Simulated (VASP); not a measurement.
# C (R-3m) in VASP: a series of runs

C is run at these levels: PBEsol+D3(BJ); tasks: single point.

Program: VASP 6.6.1. These are calculated values, not measurements. Logs are shortened: lines on timing, memory, paths and dates and some standing lists are left out, and cuts for length are marked.

### 1 The cell of the first run

The structure is trigonal, space group R-3m (No. 166). The conventional cell has a = 2.458 Å, b = 2.458 Å, c = 9.849 Å, α = 90.00°, β = 90.00°, γ = 120.00°. Within 1.9 Å of C (site symmetry 3m) lie 3 C at 1.43 Å.

### 2 Single point, PBEsol+D3(BJ) (mode 4 frozen in at +0.095 Å and mode 6 at +0.000 Å (largest displacements))

INCAR

```
SYSTEM = C
ALGO     = Normal         ! electronic algorithm
EDIFF    = 1E-6           ! SCF threshold, eV
ENCUT    = 520            ! plane-wave cutoff, eV
GGA      = PS             ! functional
ISIF     = 2              ! what is computed and relaxed
ISMEAR   = 0              ! smearing method
IVDW     = 12             ! dispersion correction
LASPH    = .TRUE.         ! aspherical terms in the spheres
LCHARG   = .TRUE.         ! write CHGCAR
LELF     = .TRUE.         ! ELF
LREAL    = .FALSE.        ! projectors in reciprocal space
LVHAR    = .TRUE.       
LWAVE    = .FALSE.        ! write WAVECAR
NBANDS   = 11             ! bands
NELM     = 80             ! most SCF steps
PREC     = Accurate       ! precision mode
SIGMA    = 0.05           ! smearing width, eV
```

KPOINTS

```
k-points
0
G
  15 15 15
  0 0 0
```

POSCAR

```
C
1.0
    1.2290461105      0.7095901028      3.2829684898
   -1.2290461105      0.7095901028      3.2829684898
    0.0000000000     -1.4191802055      3.2829684898
C
2
Direct
    0.1762293581      0.1762293581      0.1762293581
    0.8237706419      0.8237706419      0.8237706419
```

Potentials or basis: VASP PAW PBE potentials, release 64 (C).

Run with:

```
cat potpaw_PBE.64/C/POTCAR > POTCAR
mpirun -np 1 vasp_std > vasp.out
```

OUTCAR:

```text
SYSTEM = C
   EDIFF = 1E-6
   ENCUT = 520
   GGA = PS
   ISIF = 2
   ISMEAR = 0
   IVDW = 12
   LASPH = .TRUE.
   LREAL = .FALSE.
   NELM = 80
   PREC = Accurate
 IVDW          = 12

 ion  position               nearest neighbor table
   1  0.176  0.176  0.176-   2 1.43   2 1.43   2 1.43
   2  0.824  0.824  0.824-   1 1.43   1 1.43   1 1.43

  LATTYP: Found a trigonal (rhomboedric) cell.
 ALAT       =     3.5765842029
 COS(alpha) =     0.7638274378

  Lattice vectors:

 A1 = (   1.2290461105,   0.7095901028,   3.2829684898)
 A2 = (  -1.2290461105,   0.7095901028,   3.2829684898)
 A3 = (   0.0000000000,  -1.4191802055,   3.2829684898)

Analysis of symmetry for initial positions (statically):
=====================================================================
 Subroutine PRICEL returns:
 Original cell was already a primitive cell.

 Routine SETGRP: Setting up the symmetry group for a
 trigonal (rhombohedral) supercell.

 Subroutine GETGRP returns: Found 12 space group operations
 (whereof 12 operations were pure point group operations)
 out of a pool of 12 trial point group operations.

The static configuration has the point symmetry D_3d.

Analysis of symmetry for dynamics (positions and initial velocities):
=====================================================================
 Subroutine PRICEL returns:
 Original cell was already a primitive cell.

 Routine SETGRP: Setting up the symmetry group for a
 trigonal (rhombohedral) supercell.

 Subroutine GETGRP returns: Found 12 space group operations
 (whereof 12 operations were pure point group operations)
 out of a pool of 12 trial point group operations.

The dynamic configuration has the point symmetry D_3d.

 Subroutine INISYM returns: Found 12 space group operations
 (whereof 12 operations are pure point group operations),
 and found     1 'primitive' translations

----------------------------------------------------------------------------------------

                                     Primitive cell

  volume of cell :      17.1788

  direct lattice vectors                    reciprocal lattice vectors
     1.229046110  0.709590103  3.282968490     0.406819562  0.234877383  0.101534125
    -1.229046110  0.709590103  3.282968490    -0.406819562  0.234877383  0.101534125
     0.000000000 -1.419180206  3.282968490     0.000000000 -0.469754767  0.101534125

  length of vectors
     3.576584203  3.576584203  3.576584203     0.480602455  0.480602455  0.480602455

  position of ions in fractional coordinates (direct lattice)
     0.176229358  0.176229358  0.176229358
     0.823770642  0.823770642  0.823770642

  ion indices of the primitive-cell ions
   primitive index   ion index
                 1           1
                 2           2

----------------------------------------------------------------------------------------

 KPOINTS: k-points

Automatic generation of k-mesh.
 Grid dimensions read from file:
 generate k-points for:   15   15   15

 Generating k-lattice:

  Cartesian coordinates                     Fractional coordinates (reciprocal lattice)
     0.027121304  0.015658492  0.006768942     0.066666667  0.000000000  0.000000000
    -0.027121304  0.015658492  0.006768942     0.000000000  0.066666667  0.000000000
     0.000000000 -0.031316984  0.006768942     0.000000000  0.000000000  0.066666667

  Length of vectors
     0.032040164  0.032040164  0.032040164

  Shift w.r.t. Gamma in fractional coordinates (k-lattice)
     0.000000000  0.000000000  0.000000000

 Subroutine IBZKPT returns following result:
 ===========================================

 Found    344 irreducible k-points:

 Following reciprocal coordinates:
            Coordinates               Weight
  0.000000  0.000000  0.000000      1.000000
  0.066667  0.000000  0.000000      6.000000
  0.133333 -0.000000  0.000000      6.000000
  0.200000  0.000000 -0.000000      6.000000
  0.266667 -0.000000  0.000000      6.000000
  0.333333 -0.000000  0.000000      6.000000
[... 16 lines left out ...]
  0.133333  0.133333 -0.000000      6.000000
  0.200000  0.133333 -0.000000     12.000000
 [... further k-points ...]
   k-points           NKPTS =    344   k-points in BZ     NKDIM =    344   number of bands    NBANDS=     11
   number of dos      NEDOS =    301   number of ions     NIONS =      2
   total plane-waves  NPLWV =  21952
   dimension x,y,z NGX =    28 NGY =   28 NGZ =   28
   dimension x,y,z NGXF=    56 NGYF=   56 NGZF=   56
   ions per type =               2
   NGX,Y,Z   is equivalent  to a cutoff of  13.01, 13.01, 13.01 a.u.
   NGXF,Y,Z  is equivalent  to a cutoff of  26.03, 26.03, 26.03 a.u.
 SYSTEM =  C
   PREC   = accura    normal or accurate (medium, high low for compatibility)
   ISTART =      0    job   : 0-new  1-cont  2-samecut
   ICHARG =      2    charge: 1-file 2-atom 10-const
   ISPIN  =      1    spin polarized calculation?
   LNONCOLLINEAR =      F non collinear calculations
   LSORBIT =      F    spin-orbit coupling
   LASPH  =      T    aspherical Exc in radial PAW
   ENCUT  =  520.0 eV  38.22 Ry    6.18 a.u.   6.65  6.65  6.65*2*pi/ulx,y,z
   NELM   =     80;   NELMIN=  2; NELMDL= -5     # of ELM steps
   EDIFF  = 0.1E-05   stopping-criterion for ELM
   LREAL  =      F    real-space projection
   EDIFFG = 0.1E-04   stopping-criterion for IOM
   NSW    =      0    number of steps for IOM
   IBRION =     -1    ionic relax: 0-MD 1-quasi-New 2-CG
   NFREE  =      0    steps in history (QN), initial steepest desc. (CG)
   ISIF   =      2    stress and relaxation
   ISYM   =      2    0-nonsym 1-usesym 2-fastsym
   POTIM  = 0.5000    time-step for ionic-motion
   TEBEG  =    0.0;   TEEND  =   0.0 temperature during run
   PSTRESS=    0.0 pullay stress
   NELECT =       8.0000    total number of electrons
   NUPDOWN=      -1.0000    fix difference up-down
   EMIN   =  10.00;   EMAX   =-10.00  energy-range for DOS
   EFERMI =   0.00;   METHOD = LEGACY
   ISMEAR =     0;   SIGMA  =   0.05  broadening in eV -4-tet -1-fermi 0-gaus
   EFERMI_NEDOS =   21; number of points for ismear=-14 and -15
   IALGO  =     38    algorithm
   IMIX   =      4    mixing-type and parameters
     AMIX     =   0.40;   BMIX     =  1.00
     AMIX_MAG =   1.60;   BMIX_MAG =  1.00
  volume/ion in A,a.u.               =       8.59        57.96
  Fermi-wavevector in a.u.,A,eV,Ry     =   1.268938  2.397944 21.908137  1.610203
  Thomas-Fermi vector in A             =   2.402006
   LORBIT       =      0    0 simple, 1 ext, 2 COOP (PROOUT), +10 PAW based schemes
   GGA     = PS    functional components
   LHFCALC =     F    Hartree Fock is set to
   AEXX    =    0.0000 exact exchange contribution
   IVDW    =    12    specifies the selected vdW correction
   LEPSILON=     F    determine dielectric tensor
   LRPA    =     F    only Hartree local field effects (RPA)
 non-spin polarized calculation
 Gauss-broadening in eV      SIGMA  =   0.05
  energy-cutoff  :      520.00
  volume of cell :       17.18
 maximum number of plane-waves:       476
   NGX = 13   NGY = 13   NGZ = 13

 number of electron       8.0000000 magnetization

 Free energy of the ion-electron system (eV)
  ---------------------------------------------------
  ext. energy  EPLUGINS =         0.00000000
  ---------------------------------------------------
  free energy    TOTEN  =       -18.98210736 eV

  energy without entropy =      -18.98210736  energy(sigma->0) =      -18.98210736

 E-fermi :   4.7659     XC(G=0): -10.7697

 val. band max:        4.5133489237   @ k =  -0.3333   0.3333   0.0000
 cond. band min:       4.9757065844   @ k =  -0.3333   0.3333   0.0000
 fundamental gap:      0.4623576607
 Fermi energy:         4.7658932985

 k-point     1 :       0.0000    0.0000    0.0000
  band No.  band energies     occupation
      1     -14.7828      2.00000
      2      -1.5039      2.00000
      3       2.1920      2.00000
      4       2.1920      2.00000
      5       8.2443      0.00000
      6      13.2746      0.00000
      7      13.2746      0.00000
      8      16.9585      0.00000
      9      17.6817      0.00000
     10      27.5225      0.00000
     11      30.7654      0.00000

 k-point     2 :       0.0667    0.0000    0.0000
  band No.  band energies     occupation
      1     -14.6738      2.00000
      2      -1.4026      2.00000
      3       1.7589      2.00000
      4       1.9671      2.00000
      5       8.3751      0.00000
      6      13.3326      0.00000
      7      13.7151      0.00000
      8      16.6061      0.00000
      9      17.8826      0.00000
     10      27.7528      0.00000
     11      29.5381      0.00000

 k-point     3 :       0.1333   -0.0000    0.0000
  band No.  band energies     occupation
      1     -14.3471      2.00000
      2      -1.1067      2.00000
      3       0.6168      2.00000
      4       1.3983      2.00000
      5       8.7515      0.00000
      6      13.3777      0.00000
      7      14.9179      0.00000
      8      15.6554      0.00000
      9      18.5162      0.00000
     10      26.8420      0.00000
     11      28.9246      0.00000

 k-point     4 :       0.2000    0.0000   -0.0000
  band No.  band energies     occupation
      1     -13.8055      2.00000
      2      -1.0902      2.00000
      3      -0.4743      2.00000
      4       0.6889      2.00000
      5       9.2983      0.00000
      6      13.2755      0.00000
      7      14.3780      0.00000
      8      16.6318      0.00000
      9      19.5226      0.00000
     10      24.7577      0.00000
     11      27.7480      0.00000
[... 239 lines left out ...]
 k-point    22 :      -0.0667    0.0667    0.0000
  band No.  band energies     occupation
      1     -14.4608      2.00000
      2      -1.1591      2.00000
      3       1.0308      2.00000
      4       1.5114      2.00000
      5       8.5489      0.00000
      6      13.5115      0.00000
      7      14.3804      0.00000
      8      15.9533      0.00000
      9      18.3375      0.00000
     10      27.3810      0.00000
     11      28.1046      0.00000

 k-point    23 :       0.1333    0.1333   -0.0000
  band No.  band energies     occupation
      1     -14.3279      2.00000
      2      -1.2691      2.00000
      3       0.6343      2.00000
      4       1.3805      2.00000
      5       9.0318      0.00000
      6      13.3148      0.00000
      7      14.9302      0.00000
      8      15.6724      0.00000
      9      18.5445      0.00000
     10      26.6335      0.00000
     11      28.5718      0.00000

 k-point    24 :       0.2000    0.1333   -0.0000
  band No.  band energies     occupation
      1     -13.9938      2.00000
      2      -1.0670      2.00000
      3      -0.1862      2.00000
      4       0.7588      2.00000
      5       9.4605      0.00000
      6      13.5813      0.00000
      7      14.9418      0.00000
      8      15.5504      0.00000
      9      19.3065      0.00000
     10      25.0754      0.00000
     11      28.4321      0.00000

 [... further k-points ...]

------------------------ aborting loop because EDIFF is reached ----------------------------------------

 Edisp (eV)   -0.22531

 E8    (eV) :    -0.1096

  FORCE on cell =-STRESS in cart. coord.  units (eV):
  Direction    XX          YY          ZZ          XY          YZ          ZX
  --------------------------------------------------------------------------------------
  -------------------------------------------------------------------------------------
  Total       0.06095     0.06095    -0.60081     0.00000    -0.00000     0.00000
  in kB       5.68451     5.68451   -56.03446     0.00000    -0.00000     0.00000
  external pressure =      -14.89 kB  Pullay stress =        0.00 kB

 VOLUME and BASIS-vectors are now :
 -----------------------------------------------------------------------------
  energy-cutoff  :      520.00
  volume of cell :       17.18
      direct lattice vectors                 reciprocal lattice vectors
     1.229046110  0.709590103  3.282968490     0.406819562  0.234877383  0.101534125
    -1.229046110  0.709590103  3.282968490    -0.406819562  0.234877383  0.101534125
     0.000000000 -1.419180206  3.282968490     0.000000000 -0.469754767  0.101534125

 POSITION                                       TOTAL-FORCE (eV/Angst)
 -----------------------------------------------------------------------------------
      0.00000      0.00000      1.73567         0.000000     -0.000000     -3.159106
      0.00000      0.00000      8.11324         0.000000      0.000000      3.159106
 -----------------------------------------------------------------------------------
    total drift:                                0.000000     -0.000000      0.000000

  FREE ENERGIE OF THE ION-ELECTRON SYSTEM (eV)
  ---------------------------------------------------
  free  energy   TOTEN  =       -19.2074170278 eV

  energy  without entropy=      -19.2074170278  energy(sigma->0) =      -19.20741703
```

Run time: 49 s. Hardware: 1 thread of Intel Xeon 6975P-C (Granite Rapids), shared host; peak memory 0.2 GiB.

Results:

```
Free energy                : -19.2074 eV
Pressure                   : -1.5 GPa
Largest force              : 3.159 eV/Å
Band gap on the k mesh     : 0.46 eV, direct
Dispersion energy per atom : -0.113 eV
```

Forces in eV/Å, atoms in the order of the input:
```
C    0.000  0.000 -3.159
C    0.000  0.000  3.159
```

Stress tensor (GPa, compression positive):
```
 0.57  0.00  0.00
 0.00  0.57  0.00
 0.00  0.00 -5.60
```

Levels at points of the mesh, in eV from the valence-band top:
```csv
k point,band 1,band 2,band 3,band 4,band 5,band 6,band 7,band 8
"(0.00, 0.00, 0.00)",-19.30,-6.02,-2.32,-2.32,3.73,8.76,8.76,12.45
```

Caveat: the cell differs from its parent crystal (mode 4 frozen in at +0.095 Å and mode 6 at +0.000 Å (largest displacements)); the PAW data sets were made with another functional, which shifts forces and pressure a little. A k mesh can miss the band edges.

### 3 Single point, PBEsol+D3(BJ) (mode 4 frozen in at -0.063 Å and mode 6 at +0.000 Å (largest displacements))

INCAR

```
SYSTEM = C
PREC     = Accurate       ! precision mode
ENCUT    = 520            ! plane-wave cutoff, eV
EDIFF    = 1E-7           ! SCF threshold, eV
ISMEAR   = 0              ! smearing method
SIGMA    = 0.05           ! smearing width, eV
LREAL    = .False.        ! projectors in reciprocal space
LASPH    = .True.         ! aspherical terms in the spheres
NELM     = 60             ! most SCF steps
ALGO     = Normal         ! electronic algorithm
ISIF     = 2              ! what is computed and relaxed
LWAVE    = .False.        ! write WAVECAR
LCHARG   = .False.        ! write CHGCAR
GGA      = PS             ! functional
IVDW     = 12             ! dispersion correction
NBANDS   = 11             ! bands
```

KPOINTS

```
Automatic mesh
0
Gamma
  15 15 15
  0 0 0
```

POSCAR

```
C
1.0
    1.2290461105      0.7095901028      3.2829684898
   -1.2290461105      0.7095901028      3.2829684898
    0.0000000000     -1.4191802055      3.2829684898
C
2
Direct
    0.1601565061      0.1601565061      0.1601565061
    0.8398434939      0.8398434939      0.8398434939
```

Potentials or basis: VASP PAW PBE potentials, release 64 (C).

Run with:

```
cat potpaw_PBE.64/C/POTCAR > POTCAR
mpirun -np 1 vasp_std > vasp.out
```

Wall time 55 s (1 thread of Intel Xeon 6975P-C (Granite Rapids), shared host); peak memory 0.2 GiB.

Results (log left out):

```yaml
Free_energy: -19.3746 eV
Pressure: -0.4 GPa
Largest_force: 2.081 eV/Å
Band_gap_on_the_k_mesh: 0.94 eV, indirect (least direct gap 1.02 eV)
Dispersion_energy_per_atom: -0.113 eV
```

Forces in eV/Å, atoms in the order of the input:
```
C    0.000  0.000  2.081
C    0.000  0.000 -2.081
```

Stress tensor (GPa, compression positive):
```
 1.03  0.00  0.00
 0.00  1.03  0.00
 0.00  0.00 -3.15
```

Levels at points of the mesh, in eV from the valence-band top:
```
           k point  band 1  band 2  band 3  band 4  band 5  band 6  band 7  band 8  band 9
(0.00, 0.00, 0.00)  -19.21   -5.96   -2.35   -2.35    4.26    8.85    8.85   12.20   13.38
```

Caveat: the cell differs from its parent crystal (mode 4 frozen in at -0.063 Å and mode 6 at +0.000 Å (largest displacements)); the PAW data sets were made with another functional, which shifts forces and pressure a little.

### 4 Single point, PBEsol+D3(BJ) (mode 4 frozen in at +0.063 Å and mode 6 at +0.000 Å (largest displacements))

INCAR

```
  PREC = Accurate
  ENCUT = 520
  EDIFF = 1E-6
  ISMEAR = 0
  SIGMA = 0.05
  LREAL = False
  LASPH = True
  NELM = 80
  ALGO = Normal
  ISIF = 2
  LWAVE = False
  LCHARG = False
  GGA = PS
  IVDW = 12
  NBANDS = 11
```

KPOINTS

```
Automatic mesh
0
Gamma
  15 15 15
```

POSCAR

```
C
1.0
    1.2290461105      0.7095901028      3.2829684898
   -1.2290461105      0.7095901028      3.2829684898
    0.0000000000     -1.4191802055      3.2829684898
C
2
Direct
    0.1730107263      0.1730107263      0.1730107263
    0.8269892737      0.8269892737      0.8269892737
```

Run with:

```
cat potpaw_PBE.64/C/POTCAR > POTCAR
mpirun -np 1 vasp_std > vasp.out
```

It took 47 s on 1 thread of Intel Xeon 6975P-C (Granite Rapids), shared host; peak memory 0.19 GiB.

It converged, with:

```yaml
Free_energy: -19.3740 eV
Pressure: -0.2 GPa
Largest_force: 2.098 eV/Å
Band_gap_on_the_k_mesh: 0.55 eV, direct
Dispersion_energy_per_atom: -0.113 eV
```

Forces on the atoms (eV/Å):
```
C    0.000  0.000 -2.098
C    0.000  0.000  2.098
```

Stress tensor (GPa, compression positive):
```
 0.84  0.00  0.00
 0.00  0.84  0.00
 0.00  0.00 -2.43
```

Levels at points of the mesh, in eV from the valence-band top:
```csv
k point,band 1,band 2,band 3,band 4,band 5,band 6,band 7,band 8
"(0.00, 0.00, 0.00)",-19.35,-6.10,-2.50,-2.50,4.15,8.75,8.75,12.10
```

Caveat: the cell differs from its parent crystal (mode 4 frozen in at +0.063 Å and mode 6 at +0.000 Å (largest displacements)); the PAW data sets were made with another functional, which shifts forces and pressure a little. A k mesh can miss the band edges.
